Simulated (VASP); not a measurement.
# WS2 (P6_3/mmc) in VASP: a series of runs

WS2 is run at these levels: PBEsol; tasks: single point.

All numbers are computed with VASP 6.6.1; they aren't measurements. Logs are shortened: lines on timing, memory, paths and dates and some standing lists are left out, and cuts for length are marked.

## 1. The cell of the first run

Symmetry: P6_3/mmc, No. 194, hexagonal system. Conventional cell: a = 3.146 Å, b = 3.146 Å, c = 13.213 Å, α = 90.00°, β = 90.00°, γ = 120.00°. Within 3.2 Å of W (site symmetry -6m2) lie 6 S at 2.40 Å and 6 W at 3.15 Å. Within 3.2 Å of S (site symmetry 3m) lie 3 W at 2.40 Å and 7 S at 3.14 to 3.15 Å.

## 2. Single point, PBEsol (strain along c alone, the other axes held: +4.0 %, then relaxed in part)

Input file INCAR:

```
SYSTEM = WS2
PREC = Accurate
ENCUT = 520
EDIFF = 1E-7
ISMEAR = 0
SIGMA = 0.02
LREAL = .False.
LASPH = .True.
NELM = 60
ALGO = Normal
ISIF = 2
LWAVE = .False.
LCHARG = .False.
GGA = PS
NBANDS = 35
```

Input file KPOINTS:

```
Automatic mesh
0
Gamma
  12 12 2
  0 0 0
```

Input file POSCAR:

```
WS2
1.0
    3.1460836903      0.0000000000      0.0000000000
   -1.5730418452      2.7245883983      0.0000000000
    0.0000000000      0.0000000000     13.2127903596
W S
2 4
Direct
    0.3333333333      0.6666666667      0.2500000000
    0.6666666667      0.3333333333      0.7500000000
    0.3333333333      0.6666666667      0.6313308974
    0.6666666667      0.3333333333      0.1313308974
    0.3333333333      0.6666666667      0.8686691026
    0.6666666667      0.3333333333      0.3686691026
```

Potentials or basis: VASP PAW PBE potentials, release 64 (W_sv, S).

Started as:

```
$ cat potpaw_PBE.64/W_sv/POTCAR potpaw_PBE.64/S/POTCAR > POTCAR
$ mpirun -np 1 vasp_std > vasp.out
```

OUTCAR:

```text
SYSTEM = WS2
   PREC = Accurate
   ENCUT = 520
   EDIFF = 1E-7
   ISMEAR = 0
   LREAL = .False.
   LASPH = .True.
   NELM = 60
   ISIF = 2
   GGA = PS

 ion  position               nearest neighbor table
   1  0.333  0.667  0.250-   4 2.40   6 2.40   4 2.40   6 2.40   4 2.40   6 2.40
   2  0.667  0.333  0.750-   3 2.40   5 2.40   3 2.40   5 2.40   3 2.40   5 2.40
   3  0.333  0.667  0.631-   2 2.40   2 2.40   2 2.40
   4  0.667  0.333  0.131-   1 2.40   1 2.40   1 2.40
   5  0.333  0.667  0.869-   2 2.40   2 2.40   2 2.40
   6  0.667  0.333  0.369-   1 2.40   1 2.40   1 2.40

  LATTYP: Found a hexagonal cell.
 ALAT       =     3.1460836903
 C/A-ratio  =     4.1997580676

  Lattice vectors:

 A1 = (   3.1460836903,   0.0000000000,   0.0000000000)
 A2 = (  -1.5730418452,   2.7245883983,   0.0000000000)
 A3 = (   0.0000000000,   0.0000000000,  13.2127903596)

Analysis of symmetry for initial positions (statically):
=====================================================================
 Subroutine PRICEL returns:
 Original cell was already a primitive cell.

 Routine SETGRP: Setting up the symmetry group for a
 hexagonal supercell.

 Subroutine GETGRP returns: Found 24 space group operations
 (whereof 12 operations were pure point group operations)
 out of a pool of 24 trial point group operations.

The static configuration has the point symmetry D_3d.
 The point group associated with its full space group is D_6h.

Analysis of symmetry for dynamics (positions and initial velocities):
=====================================================================
 Subroutine PRICEL returns:
 Original cell was already a primitive cell.

 Routine SETGRP: Setting up the symmetry group for a
 hexagonal supercell.

 Subroutine GETGRP returns: Found 24 space group operations
 (whereof 12 operations were pure point group operations)
 out of a pool of 24 trial point group operations.

The dynamic configuration has the point symmetry D_3d.
 The point group associated with its full space group is D_6h.

 Subroutine INISYM returns: Found 24 space group operations
 (whereof 12 operations are pure point group operations),
 and found     1 'primitive' translations

----------------------------------------------------------------------------------------

                                     Primitive cell

  volume of cell :     113.2572

  direct lattice vectors                    reciprocal lattice vectors
     3.146083690  0.000000000  0.000000000     0.317855499  0.183513958  0.000000000
    -1.573041845  2.724588398  0.000000000     0.000000000  0.367027915  0.000000000
     0.000000000  0.000000000 13.212790360     0.000000000  0.000000000  0.075684240

  length of vectors
     3.146083690  3.146083690 13.212790360     0.367027915  0.367027915  0.075684240

  position of ions in fractional coordinates (direct lattice)
     0.333333333  0.666666667  0.250000000
     0.666666667  0.333333333  0.750000000
     0.333333333  0.666666667  0.631330897
     0.666666667  0.333333333  0.131330897
     0.333333333  0.666666667  0.868669103
     0.666666667  0.333333333  0.368669103

  ion indices of the primitive-cell ions
   primitive index   ion index
                 1           1
                 2           2
                 3           3
                 4           4
                 5           5
                 6           6

----------------------------------------------------------------------------------------

 KPOINTS: Automatic mesh

Automatic generation of k-mesh.
 Grid dimensions read from file:
 generate k-points for:   12   12    2

 Generating k-lattice:

  Cartesian coordinates                     Fractional coordinates (reciprocal lattice)
     0.026487958  0.015292830  0.000000000     0.083333333  0.000000000  0.000000000
     0.000000000  0.030585660  0.000000000     0.000000000  0.083333333  0.000000000
     0.000000000  0.000000000  0.037842120     0.000000000  0.000000000  0.500000000

  Length of vectors
     0.030585660  0.030585660  0.037842120

  Shift w.r.t. Gamma in fractional coordinates (k-lattice)
     0.000000000  0.000000000  0.000000000

 Subroutine IBZKPT returns following result:
 ===========================================

 Found     38 irreducible k-points:

 Following reciprocal coordinates:
            Coordinates               Weight
  0.000000  0.000000  0.000000      1.000000
  0.083333  0.000000  0.000000      6.000000
  0.166667 -0.000000  0.000000      6.000000
  0.250000 -0.000000  0.000000      6.000000
  0.333333  0.000000  0.000000      6.000000
  0.416667 -0.000000  0.000000      6.000000
[... 16 lines left out ...]
  0.250000 -0.000000  0.500000      6.000000
  0.333333  0.000000  0.500000      6.000000
 [... further k-points ...]
   k-points           NKPTS =     38   k-points in BZ     NKDIM =     38   number of bands    NBANDS=     35
   number of dos      NEDOS =    301   number of ions     NIONS =      6
   total plane-waves  NPLWV =  56448
   dimension x,y,z NGX =    24 NGY =   24 NGZ =   98
   dimension x,y,z NGXF=    48 NGYF=   48 NGZF=  196
   ions per type =               2   4
   NGX,Y,Z   is equivalent  to a cutoff of  12.68, 12.68, 12.33 a.u.
   NGXF,Y,Z  is equivalent  to a cutoff of  25.36, 25.36, 24.66 a.u.
 SYSTEM =  WS2
   PREC   = accura    normal or accurate (medium, high low for compatibility)
   ISTART =      0    job   : 0-new  1-cont  2-samecut
   ICHARG =      2    charge: 1-file 2-atom 10-const
   ISPIN  =      1    spin polarized calculation?
   LNONCOLLINEAR =      F non collinear calculations
   LSORBIT =      F    spin-orbit coupling
   LASPH  =      T    aspherical Exc in radial PAW
   ENCUT  =  520.0 eV  38.22 Ry    6.18 a.u.   5.85  5.85 24.57*2*pi/ulx,y,z
   NELM   =     60;   NELMIN=  2; NELMDL= -5     # of ELM steps
   EDIFF  = 0.1E-06   stopping-criterion for ELM
   LREAL  =      F    real-space projection
   EDIFFG = 0.1E-05   stopping-criterion for IOM
   NSW    =      0    number of steps for IOM
   IBRION =     -1    ionic relax: 0-MD 1-quasi-New 2-CG
   NFREE  =      0    steps in history (QN), initial steepest desc. (CG)
   ISIF   =      2    stress and relaxation
   ISYM   =      2    0-nonsym 1-usesym 2-fastsym
   POTIM  = 0.5000    time-step for ionic-motion
   TEBEG  =    0.0;   TEEND  =   0.0 temperature during run
   PSTRESS=    0.0 pullay stress
   NELECT =      52.0000    total number of electrons
   NUPDOWN=      -1.0000    fix difference up-down
   EMIN   =  10.00;   EMAX   =-10.00  energy-range for DOS
   EFERMI =   0.00;   METHOD = LEGACY
   ISMEAR =     0;   SIGMA  =   0.02  broadening in eV -4-tet -1-fermi 0-gaus
   EFERMI_NEDOS =   21; number of points for ismear=-14 and -15
   IALGO  =     38    algorithm
   IMIX   =      4    mixing-type and parameters
     AMIX     =   0.40;   BMIX     =  1.00
     AMIX_MAG =   1.60;   BMIX_MAG =  1.00
  volume/ion in A,a.u.               =      18.88       127.38
  Fermi-wavevector in a.u.,A,eV,Ry     =   1.262954  2.386636 21.701995  1.595052
  Thomas-Fermi vector in A             =   2.396335
   LORBIT       =      0    0 simple, 1 ext, 2 COOP (PROOUT), +10 PAW based schemes
   GGA     = PS    functional components
   LHFCALC =     F    Hartree Fock is set to
   AEXX    =    0.0000 exact exchange contribution
   IVDW    =     0    specifies the selected vdW correction
   LEPSILON=     F    determine dielectric tensor
   LRPA    =     F    only Hartree local field effects (RPA)
 non-spin polarized calculation
 Gauss-broadening in eV      SIGMA  =   0.02
  energy-cutoff  :      520.00
  volume of cell :      113.26
 maximum number of plane-waves:      3074
 NGX is ok and might be reduce to    24
   NGX = 11   NGY = 11   NGZ = 49

 number of electron      51.9999996 magnetization

 Free energy of the ion-electron system (eV)
  ---------------------------------------------------
  ext. energy  EPLUGINS =         0.00000000
  ---------------------------------------------------
  free energy    TOTEN  =       -50.54729129 eV

  energy without entropy =      -50.54729129  energy(sigma->0) =      -50.54729129

 E-fermi :   6.6584     XC(G=0): -10.6433

 val. band max:        6.3496629814   @ k =   0.0000   0.0000   0.0000
 cond. band min:       7.6650381523   @ k =   0.1667   0.1667   0.0000
 fundamental gap:      1.3153751709
 Fermi energy:         6.6584014419

 k-point     1 :       0.0000    0.0000    0.0000
  band No.  band energies     occupation
      1     -67.9324      2.00000
      2     -67.9323      2.00000
      3     -32.2102      2.00000
      4     -32.2101      2.00000
      5     -32.0157      2.00000
      6     -32.0157      2.00000
[... 27 lines left out ...]
     34       9.1690      0.00000
     35      11.3087      0.00000

 k-point     2 :       0.0833    0.0000    0.0000
  band No.  band energies     occupation
      1     -67.9310      2.00000
      2     -67.9310      2.00000
      3     -32.2054      2.00000
      4     -32.2054      2.00000
      5     -32.0418      2.00000
      6     -32.0418      2.00000
[... 27 lines left out ...]
     34       9.1963      0.00000
     35      11.8573      0.00000

 k-point     3 :       0.1667   -0.0000    0.0000
  band No.  band energies     occupation
      1     -67.9274      2.00000
      2     -67.9273      2.00000
      3     -32.1925      2.00000
      4     -32.1925      2.00000
      5     -32.1126      2.00000
      6     -32.1126      2.00000
[... 27 lines left out ...]
     34       9.7228      0.00000
     35      12.8482      0.00000
[... 723 lines left out ...]
 k-point    23 :       0.2500   -0.0000    0.5000
  band No.  band energies     occupation
      1     -67.9224      2.00000
      2     -67.9224      2.00000
      3     -32.2079      2.00000
      4     -32.2079      2.00000
      5     -32.1748      2.00000
      6     -32.1748      2.00000
[... 27 lines left out ...]
     34      10.2132      0.00000
     35      13.2231      0.00000

 k-point    24 :       0.3333    0.0000    0.5000
  band No.  band energies     occupation
      1     -67.9174      2.00000
      2     -67.9174      2.00000
      3     -32.3017      2.00000
      4     -32.3017      2.00000
      5     -32.1570      2.00000
      6     -32.1570      2.00000
[... 27 lines left out ...]
     34      10.5777      0.00000
     35      12.6221      0.00000

 [... further k-points ...]
[... 5 lines left out ...]
  --------------------------------------------------------------------------------------
  -------------------------------------------------------------------------------------
  Total        0.0248038      0.0248038     -0.1805599     -0.0000000      0.0000000      0.0000000
  in kB        0.3508836      0.3508836     -2.5542667     -0.0000000      0.0000000      0.0000000
  external PRESSURE =      -0.6174998 kB  Pullay stress =       0.0000000 kB

 VOLUME and BASIS-vectors are now :
 -----------------------------------------------------------------------------
  energy-cutoff  :      520.00
  volume of cell :      113.26
      direct lattice vectors                 reciprocal lattice vectors
     3.146083690  0.000000000  0.000000000     0.317855499  0.183513958  0.000000000
    -1.573041845  2.724588398  0.000000000     0.000000000  0.367027915  0.000000000
     0.000000000  0.000000000 13.212790360     0.000000000  0.000000000  0.075684240

 POSITION                                       TOTAL-FORCE (eV/Angst)
 -----------------------------------------------------------------------------------
     -0.00000      1.81639      3.30320         0.000000      0.000000      0.000000
      1.57304      0.90820      9.90959        -0.000000     -0.000000      0.000000
     -0.00000      1.81639      8.34164         0.000000      0.000000     -0.024897
      1.57304      0.90820      1.73525        -0.000000     -0.000000     -0.024897
     -0.00000      1.81639     11.47754         0.000000      0.000000      0.024897
      1.57304      0.90820      4.87115        -0.000000     -0.000000      0.024897
 -----------------------------------------------------------------------------------
    total drift:                               -0.000000      0.000000     -0.000000

  FREE ENERGIE OF THE ION-ELECTRON SYSTEM (eV)
  ---------------------------------------------------
  free  energy   TOTEN  =       -50.5472912887 eV

  energy  without entropy=      -50.5472912887  energy(sigma->0) =      -50.54729129
```

Wall time 72 s (1 thread of Intel Xeon 6975P-C (Granite Rapids), shared host); peak memory 0.29 GiB.

Results:

```
Free energy            : -50.5473 eV
Pressure               : -0.1 GPa
Largest force          : 0.025 eV/Å
Band gap on the k mesh : 1.32 eV, indirect (least direct gap 1.89 eV)
```

Forces on the atoms (eV/Å):
```
W    0.000  0.000  0.000
W    0.000  0.000  0.000
S    0.000  0.000 -0.025
S    0.000  0.000 -0.025
S    0.000  0.000  0.025
S    0.000  0.000  0.025
```

Stress tensor (GPa, compression positive):
```
 0.04  0.00  0.00
 0.00  0.04  0.00
 0.00  0.00 -0.26
```

Caveat: the cell differs from its parent crystal (strain along c alone, the other axes held: +4.0 %, then relaxed in part); the PAW data sets were made with another functional, which shifts forces and pressure a little; spin-orbit coupling is left out, which moves the levels of the heavy elements; this functional lacks dispersion, which binds the layers, so the pressure and a relaxed spacing across them are unreliable. A k mesh can miss the band edges.

## 3. Single point, PBEsol

Input file INCAR:

```
PREC = Accurate
ENCUT = 520
EDIFF = 1E-6
ISMEAR = 0
SIGMA = 0.02
LREAL = False
LASPH = True
NELM = 80
ALGO = Normal
ISIF = 2
LWAVE = False
LCHARG = True
GGA = PS
LELF = True
LVHAR = True
NBANDS = 35
```

Input file KPOINTS:

```
regular mesh
0
Gamma
  12 12 2
```

POSCAR is that of step 2.

Potentials or basis: VASP PAW PBE potentials, release 64 (W_sv, S).

Started as:

```
$ cat potpaw_PBE.64/W_sv/POTCAR potpaw_PBE.64/S/POTCAR > POTCAR
$ mpirun -np 1 vasp_std > vasp.out
```

Wall time 61 s (1 thread of Intel Xeon 6975P-C (Granite Rapids), shared host); peak memory 0.29 GiB.

It converged, with:

| Quantity | Value |
| --- | --- |
| Free energy | -50.5473 eV |
| Pressure | -0.1 GPa |
| Largest force | 0.024 eV/Å |
| Band gap on the k mesh | 1.32 eV, indirect (least direct gap 1.89 eV) |

Forces on the atoms (eV/Å):
```
W    0.000  0.000  0.000
W    0.000  0.000  0.000
S    0.000  0.000 -0.024
S    0.000  0.000 -0.024
S    0.000  0.000  0.024
S    0.000  0.000  0.024
```

Stress tensor (GPa, compression positive):
```
 0.04  0.00  0.00
 0.00  0.04  0.00
 0.00  0.00 -0.24
```

Levels at points of the mesh, in eV from the valence-band top:
```csv
k point,band 24,band 25,band 26,band 27,band 28,band 29
"(0.00, 0.00, 0.00)",-1.78,-0.92,0.00,2.61,2.61,2.61
"(0.50, 0.00, 0.00)",-1.52,-1.39,-1.32,2.62,2.64,2.93
"(0.00, 0.00, 0.50)",-1.94,-0.31,-0.31,2.61,2.61,2.61
"(0.50, 0.00, 0.50)",-1.56,-1.35,-1.35,2.63,2.63,3.05
```

Caveat: the PAW data sets were made with another functional, which shifts forces and pressure a little; spin-orbit coupling is left out, which moves the levels of the heavy elements; this functional lacks dispersion, which binds the layers, so the pressure and a relaxed spacing across them are unreliable. A k mesh can miss the band edges.
